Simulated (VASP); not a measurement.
Wanted: the native input for a VASP 6.6.1 run.

- Task: single point
- Functional: RPBE
- Potentials or basis: VASP PAW PBE potentials, release 64 (Pt)
- Cutoff: 520 eV
- k mesh: 11 × 11 × 11
- Occupations: fermi-dirac, width 0.1 eV
- Spin: no spin polarisation
- Dipole correction: no
- Further INCAR settings: ALGO = Normal; EDIFF = 1e-06; NBANDS = 17

The structure of Pt lies in POSCAR:

```
Pt
1.0
    0.0000000000      2.9904089359      2.9904089359
    2.9904089359      0.0000000000      2.9904089359
    2.9904089359      2.9904089359      0.0000000000
Pt
2
Direct
    0.1250000000      0.1250000000      0.1250000000
    0.8750000000      0.8750000000      0.8750000000
```

This cell differs from its parent crystal: volume scaled by 1.08.

The input as run:

INCAR

```
PREC = Accurate
ENCUT = 520
EDIFF = 1E-6
ISMEAR = -1
SIGMA = 0.1
LREAL = False
LASPH = True
NELM = 60
ALGO = Normal
ISIF = 2
LWAVE = False
LCHARG = False
GGA = RP
NBANDS = 17
```

KPOINTS

```
regular mesh
0
Gamma
  11 11 11
```

Potentials or basis: VASP PAW PBE potentials, release 64 (Pt).

Launch:

```bash
$ cat potpaw_PBE.64/Pt/POTCAR > POTCAR
$ mpirun -np 1 vasp_std > vasp.out
```

It gave:

```json
{
  "Pressure": "-6.4 GPa",
  "Band gap on the k mesh": "zero (band 10 reaches 4.12 eV, above the bottom of band 11 at 3.61 eV)"
}
```

Caveat: the PAW data sets were made with another functional, which shifts forces and pressure a little; spin-orbit coupling is left out, which moves the levels of the heavy elements.

Wall time 24 s on 1 thread of Intel(R) Xeon(R) Platinum 8488C (Sapphire Rapids) (shared host), peak memory 0.2 GiB.
